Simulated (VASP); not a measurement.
**Si4W: relaxation of shape and atoms at fixed volume with PBE**

The system is Si4W.

```
CELL_PARAMETERS angstrom
3.22509 -3.96426 0.00000
3.22509 3.96426 0.00000
0.00000 0.00000 6.39998
ATOMIC_POSITIONS crystal
Si 0.50860 0.76071 0.14009
Si 0.49140 0.23929 0.14009
Si 0.23929 0.49140 0.85991
Si 0.76071 0.50860 0.85991
Si 0.00860 0.26071 0.35991
Si 0.73929 0.99140 0.64009
Si 0.99140 0.73929 0.35991
Si 0.26071 0.00860 0.64009
W 0.00000 0.00000 0.00000
W 0.50000 0.50000 0.50000
```

```
Program                : VASP 6.6.1
Task                   : relaxation of shape and atoms at fixed volume
Functional             : PBE
Potentials or basis    : VASP PAW PBE potentials, release 64 (Si, W_sv)
Cutoff                 : 600 eV
k mesh                 : 6 × 6 × 6
Occupations            : gaussian, width 0.1 eV
Spin                   : no spin polarisation
Dipole correction      : no
Further INCAR settings : ALGO = Normal; EDIFF = 1e-07; IBRION = 2; EDIFFG = -0.01; NSW = 50; ISIF = 4
```

```json
{
  "Energy gained by relaxing": "1.7 meV/atom",
  "Ionic steps": "7",
  "Pressure after relaxing": "-10.3 GPa",
  "Largest force after relaxing": "0.008 eV/Å",
  "Band gap on the k mesh": "zero (bands 30 and 31 overlap by 0.79 eV)"
}
```

Forces in eV/Å, atoms in the order of the input:
```
Si  -0.006 -0.005 -0.001
Si   0.006  0.005 -0.001
Si   0.006 -0.005  0.001
Si  -0.006  0.005  0.001
Si  -0.006 -0.005  0.001
Si   0.006 -0.005 -0.001
Si   0.006  0.005  0.001
Si  -0.006  0.005 -0.001
W    0.000  0.000  0.000
W    0.000  0.000  0.000
```

The path:
```
step  energy change (eV)  largest force (eV/Å)  pressure (GPa)  volume (Å³)
   1              0.0000                0.0731          -11.19       163.65
   2             -0.0094                0.0685          -10.85       163.65
   3             -0.0115                0.0725          -10.60       163.65
   4             -0.0139                0.0530          -10.50       163.65
   5             -0.0148                0.0371          -10.39       163.65
   6             -0.0162                0.0181          -10.32       163.65
   7             -0.0166                0.0079          -10.26       163.65
```

Final structure:
```
CELL_PARAMETERS angstrom
3.20559 -4.00841 0.00000
3.20559 4.00841 0.00000
0.00000 0.00000 6.36799
ATOMIC_POSITIONS crystal
Si 0.51292 0.76036 0.13987
Si 0.48708 0.23964 0.13987
Si 0.23964 0.48708 0.86013
Si 0.76036 0.51292 0.86013
Si 0.01292 0.26036 0.36013
Si 0.73964 0.98708 0.63987
Si 0.98708 0.73964 0.36013
Si 0.26036 0.01292 0.63987
W 0.00000 0.00000 0.00000
W 0.50000 0.50000 0.50000
```

Levels at points of the mesh, in eV from the Fermi level:
```
           k point  band 27  band 28  band 29  band 30  band 31  band 32  band 33  band 34
(0.00, 0.00, 0.00)    -1.70    -0.97    -0.57    -0.56     0.06     0.82     1.49     2.20
(0.50, 0.00, 0.00)    -1.24    -1.24    -0.26    -0.26     0.42     0.42     1.97     1.97
(0.50, 0.50, 0.00)    -0.95    -0.35    -0.32     0.05     0.70     0.98     1.43     2.30
(0.00, 0.00, 0.50)    -1.51    -1.51    -1.18    -1.18     0.28     0.28     1.86     1.86
(0.50, 0.00, 0.50)    -1.57    -1.57    -0.23    -0.23     1.17     1.17     1.59     1.59
(0.50, 0.50, 0.50)    -0.96    -0.96    -0.59    -0.59    -0.20    -0.20     2.47     2.47
```

It took 28 min on 1 thread of Intel(R) Xeon(R) Platinum 8124M CPU @ 3.00GHz (Skylake/Cascade Lake), on a shared host, peak memory 0.5 GiB.

Caveat: spin-orbit coupling is left out, which moves the levels of the heavy elements.
